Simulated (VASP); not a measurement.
# Al (P6_3/mmc) in VASP: notebook

Runs on Al. Level: PBE. Tasks: single point.

All numbers are computed with VASP 6.6.1; they aren't measurements. Logs are shortened: lines on timing, memory, paths and dates and some standing lists are left out, and cuts for length are marked.

## (1) The cell of the first run

It takes space group P6_3/mmc (No. 194, hexagonal). Conventional cell: a = 2.424 Å, b = 2.424 Å, c = 3.944 Å, α = 90.00°, β = 90.00°, γ = 120.00°. Within 3.2 Å of Al (site symmetry -6m2) lie 12 Al at 2.42 Å.

## (2) Single point, PBE

INCAR reads:

```
ALGO = Normal ; EDIFF = 1E-6
ENCUT = 520 ; GGA = PE
ISIF = 2 ; ISMEAR = -1
LASPH = True ; LCHARG = False
LREAL = False ; LWAVE = False
NBANDS = 10 ; NELM = 80
PREC = Accurate ; SIGMA = 0.05
```

KPOINTS reads:

```
k-points
0
Gamma
  18 18 10
```

POSCAR reads:

```
Al
1.0
    2.4240019602      0.0000000000      0.0000000000
   -1.2120009801      2.0992472764      0.0000000000
    0.0000000000      0.0000000000      3.9443694321
Al
2
Direct
    0.3333333333      0.6666666667      0.2500000000
    0.6666666667      0.3333333333      0.7500000000
```

Potentials or basis: VASP PAW PBE potentials, release 64 (Al).

On the command line:

```sh
> cat potpaw_PBE.64/Al/POTCAR > POTCAR
> mpirun -np 1 vasp_std > vasp.out
```

OUTCAR:

```text
EDIFF = 1E-6
   ENCUT = 520
   GGA = PE
   ISIF = 2
   ISMEAR = -1
   LASPH = True
   LREAL = False
   NELM = 80
   PREC = Accurate

 ion  position               nearest neighbor table
   1  0.333  0.667  0.250-   2 2.42   2 2.42   2 2.42   2 2.42   2 2.42   2 2.42
   2  0.667  0.333  0.750-   1 2.42   1 2.42   1 2.42   1 2.42   1 2.42   1 2.42

  LATTYP: Found a hexagonal cell.
 ALAT       =     2.4240019602
 C/A-ratio  =     1.6272137964

  Lattice vectors:

 A1 = (   2.4240019602,   0.0000000000,   0.0000000000)
 A2 = (  -1.2120009801,   2.0992472764,   0.0000000000)
 A3 = (   0.0000000000,   0.0000000000,   3.9443694321)

Analysis of symmetry for initial positions (statically):
=====================================================================
 Subroutine PRICEL returns:
 Original cell was already a primitive cell.

 Routine SETGRP: Setting up the symmetry group for a
 hexagonal supercell.

 Subroutine GETGRP returns: Found 24 space group operations
 (whereof 12 operations were pure point group operations)
 out of a pool of 24 trial point group operations.

The static configuration has the point symmetry D_3d.
 The point group associated with its full space group is D_6h.

Analysis of symmetry for dynamics (positions and initial velocities):
=====================================================================
 Subroutine PRICEL returns:
 Original cell was already a primitive cell.

 Routine SETGRP: Setting up the symmetry group for a
 hexagonal supercell.

 Subroutine GETGRP returns: Found 24 space group operations
 (whereof 12 operations were pure point group operations)
 out of a pool of 24 trial point group operations.

The dynamic configuration has the point symmetry D_3d.
 The point group associated with its full space group is D_6h.

 Subroutine INISYM returns: Found 24 space group operations
 (whereof 12 operations are pure point group operations),
 and found     1 'primitive' translations

----------------------------------------------------------------------------------------

                                     Primitive cell

  volume of cell :      20.0712

  direct lattice vectors                    reciprocal lattice vectors
     2.424001960  0.000000000  0.000000000     0.412540921  0.238180612  0.000000000
    -1.212000980  2.099247276  0.000000000     0.000000000  0.476361223  0.000000000
     0.000000000  0.000000000  3.944369432     0.000000000  0.000000000  0.253525948

  length of vectors
     2.424001960  2.424001960  3.944369432     0.476361223  0.476361223  0.253525948

  position of ions in fractional coordinates (direct lattice)
     0.333333333  0.666666667  0.250000000
     0.666666667  0.333333333  0.750000000

  ion indices of the primitive-cell ions
   primitive index   ion index
                 1           1
                 2           2

----------------------------------------------------------------------------------------

 KPOINTS: k-points

Automatic generation of k-mesh.
 Grid dimensions read from file:
 generate k-points for:   18   18   10

 Generating k-lattice:

  Cartesian coordinates                     Fractional coordinates (reciprocal lattice)
     0.022918940  0.013232256  0.000000000     0.055555556 -0.000000000  0.000000000
     0.000000000  0.026464512  0.000000000     0.000000000  0.055555556  0.000000000
     0.000000000  0.000000000  0.025352595     0.000000000  0.000000000  0.100000000

  Length of vectors
     0.026464512  0.026464512  0.025352595

  Shift w.r.t. Gamma in fractional coordinates (k-lattice)
     0.000000000  0.000000000  0.000000000

 Subroutine IBZKPT returns following result:
 ===========================================

 Found    222 irreducible k-points:

 Following reciprocal coordinates:
            Coordinates               Weight
  0.000000  0.000000  0.000000      1.000000
  0.055556 -0.000000  0.000000      6.000000
  0.111111 -0.000000  0.000000      6.000000
  0.166667 -0.000000  0.000000      6.000000
  0.222222 -0.000000  0.000000      6.000000
  0.277778 -0.000000  0.000000      6.000000
[... 16 lines left out ...]
  0.333333  0.111111  0.000000     12.000000
  0.388889  0.111111  0.000000     12.000000
 [... further k-points ...]
   k-points           NKPTS =    222   k-points in BZ     NKDIM =    222   number of bands    NBANDS=     10
   number of dos      NEDOS =    301   number of ions     NIONS =      2
   total plane-waves  NPLWV =   9720
   dimension x,y,z NGX =    18 NGY =   18 NGZ =   30
   dimension x,y,z NGXF=    36 NGYF=   36 NGZF=   60
   ions per type =               2
   NGX,Y,Z   is equivalent  to a cutoff of  12.34, 12.34, 12.64 a.u.
   NGXF,Y,Z  is equivalent  to a cutoff of  24.69, 24.69, 25.29 a.u.
 SYSTEM =  unknown system
   PREC   = accura    normal or accurate (medium, high low for compatibility)
   ISTART =      0    job   : 0-new  1-cont  2-samecut
   ICHARG =      2    charge: 1-file 2-atom 10-const
   ISPIN  =      1    spin polarized calculation?
   LNONCOLLINEAR =      F non collinear calculations
   LSORBIT =      F    spin-orbit coupling
   LASPH  =      T    aspherical Exc in radial PAW
   ENCUT  =  520.0 eV  38.22 Ry    6.18 a.u.   4.51  4.51  7.33*2*pi/ulx,y,z
   NELM   =     80;   NELMIN=  2; NELMDL= -5     # of ELM steps
   EDIFF  = 0.1E-05   stopping-criterion for ELM
   LREAL  =      F    real-space projection
   EDIFFG = 0.1E-04   stopping-criterion for IOM
   NSW    =      0    number of steps for IOM
   IBRION =     -1    ionic relax: 0-MD 1-quasi-New 2-CG
   NFREE  =      0    steps in history (QN), initial steepest desc. (CG)
   ISIF   =      2    stress and relaxation
   ISYM   =      2    0-nonsym 1-usesym 2-fastsym
   POTIM  = 0.5000    time-step for ionic-motion
   TEBEG  =    0.0;   TEEND  =   0.0 temperature during run
   PSTRESS=    0.0 pullay stress
   NELECT =       6.0000    total number of electrons
   NUPDOWN=      -1.0000    fix difference up-down
   EMIN   =  10.00;   EMAX   =-10.00  energy-range for DOS
   EFERMI =   0.00;   METHOD = LEGACY
   ISMEAR =    -1;   SIGMA  =   0.05  broadening in eV -4-tet -1-fermi 0-gaus
   EFERMI_NEDOS =   21; number of points for ismear=-14 and -15
   IALGO  =     38    algorithm
   IMIX   =      4    mixing-type and parameters
     AMIX     =   0.40;   BMIX     =  1.00
     AMIX_MAG =   1.60;   BMIX_MAG =  1.00
  volume/ion in A,a.u.               =      10.04        67.72
  Fermi-wavevector in a.u.,A,eV,Ry     =   1.094630  2.068550 16.302691  1.198214
  Thomas-Fermi vector in A             =   2.230938
   LORBIT       =      0    0 simple, 1 ext, 2 COOP (PROOUT), +10 PAW based schemes
   GGA     = PE    functional components
   LHFCALC =     F    Hartree Fock is set to
   AEXX    =    0.0000 exact exchange contribution
   IVDW    =     0    specifies the selected vdW correction
   LEPSILON=     F    determine dielectric tensor
   LRPA    =     F    only Hartree local field effects (RPA)
 non-spin polarized calculation
  energy-cutoff  :      520.00
  volume of cell :       20.07
 maximum number of plane-waves:       559
 NGX is ok and might be reduce to    18
   NGX =  9   NGY =  9   NGZ = 15

 number of electron       6.0000000 magnetization

 Free energy of the ion-electron system (eV)
  ---------------------------------------------------
  ext. energy  EPLUGINS =         0.00000000
  ---------------------------------------------------
  free energy    TOTEN  =        -4.49044111 eV

  energy without entropy =       -4.48517869  energy(sigma->0) =       -4.48780990

 E-fermi :  14.2538     XC(G=0): -12.1539

 val. band max:       14.2457131172   @ k =   0.2222   0.2222   0.2000
 cond. band min:      14.2943440057   @ k =   0.4444   0.1111   0.1000
 fundamental gap:      0.0486308885
 Fermi energy:        14.2538460887

 k-point     1 :       0.0000    0.0000    0.0000
  band No.  band energies     occupation
      1      -0.7058      2.00000
      2       7.6204      2.00000
      3       9.1572      2.00000
      4      28.1735      0.00000
      5      28.1735      0.00000
      6      29.3070      0.00000
      7      29.3582      0.00000
      8      29.3582      0.00000
      9      33.9979      0.00000
     10      34.7884      0.00000

 k-point     2 :       0.0556   -0.0000    0.0000
  band No.  band energies     occupation
      1      -0.6026      2.00000
      2       7.7098      2.00000
      3       9.2517      2.00000
      4      26.2508      0.00000
      5      27.4171      0.00000
      6      28.6603      0.00000
      7      30.1880      0.00000
      8      30.3534      0.00000
      9      33.3584      0.00000
     10      34.1333      0.00000

 k-point     3 :       0.1111   -0.0000    0.0000
  band No.  band energies     occupation
      1      -0.2939      2.00000
      2       7.9780      2.00000
      3       9.5314      2.00000
      4      23.6051      0.00000
      5      26.3830      0.00000
      6      27.2615      0.00000
      7      30.8567      0.00000
      8      30.9015      0.00000
      9      31.3707      0.00000
     10      32.9714      0.00000

 k-point     4 :       0.1667   -0.0000    0.0000
  band No.  band energies     occupation
      1       0.2181      2.00000
      2       8.4260      2.00000
      3       9.9844      2.00000
      4      20.9688      0.00000
      5      25.4461      0.00000
      6      25.6974      0.00000
      7      28.1852      0.00000
      8      30.8655      0.00000
      9      31.7989      0.00000
     10      32.2919      0.00000
[... 222 lines left out ...]
 k-point    22 :       0.2778    0.1111    0.0000
  band No.  band energies     occupation
      1       3.2234      2.00000
      2      11.1349      2.00000
      3      11.8056      2.00000
      4      14.6583      0.00061
      5      18.8153      0.00000
      6      21.0610      0.00000
      7      24.2130      0.00000
      8      26.0438      0.00000
      9      29.2980      0.00000
     10      30.4179      0.00000

 k-point    23 :       0.3333    0.1111    0.0000
  band No.  band energies     occupation
      1       4.4896      2.00000
      2      10.8908      2.00000
      3      12.3185      2.00000
      4      14.4825      0.02044
      5      18.0779      0.00000
      6      18.9402      0.00000
      7      22.9389      0.00000
      8      25.5589      0.00000
      9      29.0173      0.00000
     10      30.0121      0.00000

 k-point    24 :       0.3889    0.1111    0.0000
  band No.  band energies     occupation
      1       5.9179      2.00000
      2       9.2380      2.00000
      3      13.6901      1.99997
      4      15.1889      0.00000
      5      17.0017      0.00000
      6      17.3714      0.00000
      7      22.0574      0.00000
      8      25.2693      0.00000
      9      28.8360      0.00000
     10      29.7499      0.00000

 [... further k-points ...]
[... 5 lines left out ...]
  --------------------------------------------------------------------------------------
  -------------------------------------------------------------------------------------
  Total       13.8097436     13.8097436     13.8115367     -0.0000000      0.0000000      0.0000000
  in kB     1102.3564510   1102.3564510   1102.4995885     -0.0000000      0.0000000      0.0000000
  external PRESSURE =    1102.4041635 kB  Pullay stress =       0.0000000 kB

 VOLUME and BASIS-vectors are now :
 -----------------------------------------------------------------------------
  energy-cutoff  :      520.00
  volume of cell :       20.07
      direct lattice vectors                 reciprocal lattice vectors
     2.424001960  0.000000000  0.000000000     0.412540921  0.238180612  0.000000000
    -1.212000980  2.099247276  0.000000000     0.000000000  0.476361223  0.000000000
     0.000000000  0.000000000  3.944369432     0.000000000  0.000000000  0.253525948

 POSITION                                       TOTAL-FORCE (eV/Angst)
 -----------------------------------------------------------------------------------
     -0.00000      1.39950      0.98609        -0.000000      0.000000      0.000000
      1.21200      0.69975      2.95828         0.000000     -0.000000      0.000000
 -----------------------------------------------------------------------------------
    total drift:                                0.000000     -0.000000      0.000000

  FREE ENERGIE OF THE ION-ELECTRON SYSTEM (eV)
  ---------------------------------------------------
  free  energy   TOTEN  =        -4.4904411133 eV

  energy  without entropy=       -4.4851786940  energy(sigma->0) =       -4.48780990
```

Run time: 27 s. Hardware: 1 thread of Intel Xeon Platinum 8259CL at 2.50GHz (Skylake/Cascade Lake), shared host; peak memory 0.15 GiB.

What came out:

```
Free energy            : -4.4904 eV
Pressure               : 110.2 GPa
Band gap on the k mesh : zero (band 3 reaches 19.55 eV, above the bottom of band 4 at 10.38 eV)
```

## (3) Single point, PBE

INCAR reads:

```
SYSTEM = Al
  PREC = Accurate
  ENCUT = 520
  EDIFF = 1E-6
  ISMEAR = -1
  SIGMA = 0.05
  LREAL = .False.
  LASPH = .True.
  NELM = 80
  ALGO = Normal
  ISIF = 2
  LWAVE = .False.
  LCHARG = .False.
  GGA = PE
  NBANDS = 10
```

KPOINTS reads:

```
regular mesh
0
Gamma
  18 18 10
  0 0 0
```

POSCAR reads:

```
Al
1.0
    2.4228632834      0.0000000000      0.0000000000
   -1.2114316417      2.0982611533      0.0000000000
    0.0000000000      0.0000000000      3.9430639339
Al
2
Direct
    0.3333333333      0.6666666667      0.2500000000
    0.6666666667      0.3333333333      0.7500000000
```

Potentials or basis: VASP PAW PBE potentials, release 64 (Al).

On the command line:

```sh
> cat potpaw_PBE.64/Al/POTCAR > POTCAR
> mpirun -np 1 vasp_std > vasp.out
```

It took 33 s on 1 thread of Intel Xeon Platinum 8259CL at 2.50GHz (Skylake/Cascade Lake), shared host; peak memory 0.15 GiB.

Results (log left out):

```yaml
Free_energy: -4.4729 eV
Pressure: 110.8 GPa
Band_gap_on_the_k_mesh: zero (band 3 reaches 19.57 eV, above the bottom of band 4 at 10.40 eV)
```

Levels at points of the mesh, in eV from the Fermi level:
```
           k point  band 1  band 2  band 3  band 4  band 5  band 6  band 7  band 8
(0.00, 0.00, 0.00)  -14.97   -6.64   -5.10   13.93   13.93   15.06   15.12   15.12
(0.50, 0.00, 0.00)   -7.25   -6.77    0.69    0.75    2.45    2.50    8.57   12.62
(0.00, 0.00, 0.50)  -12.63  -12.63    4.66    4.66   14.86   14.86   14.86   14.86
(0.50, 0.00, 0.50)   -5.58   -5.58   -3.88   -3.88    8.71    8.71   10.26   10.26
```
